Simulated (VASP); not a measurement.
Write the native input for VASP 6.6.1 that does the following.

| Property | Result |
| --- | --- |
| Task | single point |
| Functional | PBE |
| Potentials or basis | VASP PAW PBE potentials, release 64 (Cd, Te) |
| Cutoff | 520 eV |
| k mesh | 11 × 11 × 11 |
| Occupations | fermi-dirac, width 0.08 eV |
| Spin | no spin polarisation |
| Dipole correction | no |
| Further INCAR settings | ALGO = Normal; EDIFF = 1e-06; NBANDS = 16 |

The structure of CdTe (zincblende type) lies in POSCAR:

```
CdTe
1.0
    0.0000000000      3.3079409550      3.3079409550
    3.3079409550      0.0000000000      3.3079409550
    3.3079409550      3.3079409550      0.0000000000
Cd Te
1 1
Direct
    0.0000000000      0.0000000000      0.0000000000
    0.2500000000      0.2500000000      0.2500000000
```

The input as run:

INCAR

```
SYSTEM = CdTe
  PREC = Accurate
  ENCUT = 520
  EDIFF = 1E-6
  ISMEAR = -1
  SIGMA = 0.08
  LREAL = .FALSE.
  LASPH = .TRUE.
  NELM = 60
  ALGO = Normal
  ISIF = 2
  LWAVE = .FALSE.
  LCHARG = .FALSE.
  GGA = PE
  NBANDS = 16
```

KPOINTS

```
Automatic mesh
0
G
  11 11 11
  0 0 0
```

Potentials or basis: VASP PAW PBE potentials, release 64 (Cd, Te).

The run is started by

```bash
$ cat potpaw_PBE.64/Cd/POTCAR potpaw_PBE.64/Te/POTCAR > POTCAR
$ mpirun -np 1 vasp_std > vasp.out
```

Results of the run:

```json
{"Pressure": "0.2 GPa", "Band gap on the k mesh": "0.59 eV, direct"}
```

Caveat: spin-orbit coupling is left out, which moves the levels of the heavy elements.

Wall time 45 s on 1 thread of Intel(R) Xeon(R) Platinum 8488C (Sapphire Rapids), on a shared host, peak memory 0.24 GiB.
